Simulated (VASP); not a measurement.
Wanted: the native input for a VASP 6.6.1 run.

```yaml
Task: single point
Functional: PBE
Potentials_or_basis: VASP PAW PBE potentials, release 64 (Si, Ni)
Cutoff: 520 eV
k_mesh: 12 × 12 × 12
Occupations: gaussian, width 0.1 eV
Spin: no spin polarisation
Dipole_correction: no
Further_INCAR_settings: ALGO = Normal; EDIFF = 1e-06; NBANDS = 25
```

The structure of SiNi3 lies in POSCAR:

```
SiNi3
1.0
    3.4164873123      0.0000000000      0.0000000000
    0.0000000000      3.4164873123      0.0000000000
    0.0000000000      0.0000000000      3.4164873123
Si Ni
1 3
Direct
    0.0000000000      0.0000000000      0.0000000000
    0.0000000000      0.5000000000      0.5000000000
    0.5000000000      0.0000000000      0.5000000000
    0.5000000000      0.5000000000      0.0000000000
```

One way to write it, as run:

INCAR

```
SYSTEM = SiNi3
PREC = Accurate
ENCUT = 520
EDIFF = 1E-6
ISMEAR = 0
SIGMA = 0.1
LREAL = .False.
LASPH = .True.
NELM = 60
ALGO = Normal
ISIF = 2
LWAVE = .False.
LCHARG = .True.
GGA = PE
LELF = .True.
LVHAR = .True.
NBANDS = 25
```

KPOINTS

```
Automatic mesh
0
Gamma
  12 12 12
  0 0 0
```

Potentials or basis: VASP PAW PBE potentials, release 64 (Si, Ni).

Run with:

```bash
$ cat potpaw_PBE.64/Si/POTCAR potpaw_PBE.64/Ni/POTCAR > POTCAR
$ mpirun -np 1 vasp_std > vasp.out
```

It gave:

| Property | Result |
| --- | --- |
| Pressure | 19.8 GPa |
| Band gap on the k mesh | zero (band 17 reaches 11.91 eV, above the bottom of band 18 at 11.64 eV) |

Run time: 42 s on 1 thread of AMD EPYC 9R45 96-Core Processor (Zen 5), on a shared host, peak memory 0.17 GiB.
